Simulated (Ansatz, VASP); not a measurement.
## Nb: VASP beside Ansatz

```xyz
1
Lattice="2.2700 0.0000 0.0000 0.0000 2.2700 0.0000 0.0000 0.0000 2.2700" Properties=species:S:1:pos:R:3 pbc="T T T"
Nb    0.0000    0.0000    0.0000
```

Change from the starting cell: volume scaled by 0.58, PAW files.

Alike in both runs: task single point; functional PBE; k mesh 16 × 16 × 16; occupations fermi-dirac, width 0.1 eV; no spin polarisation.

```csv
,VASP,Ansatz
version,VASP 6.6.1,Ansatz 0.2.0
potentials or method,"VASP PAW PBE potentials, release 64 (Nb_sv)","PAW with Ansatz's default frozen-core files, scalar-relativistic"
plane-wave cutoff (eV),520,420
valence electrons in the cell,13,13
```

|  | VASP | Ansatz | Ansatz less VASP |
| --- | --- | --- | --- |
| pressure (GPa) | 203.6 | 203.3 | -0.28 |

Both programs put the cell under a high pressure, so it lies far from rest at this level.

Noted on VASP's run: the cell as given lies far from equilibrium.
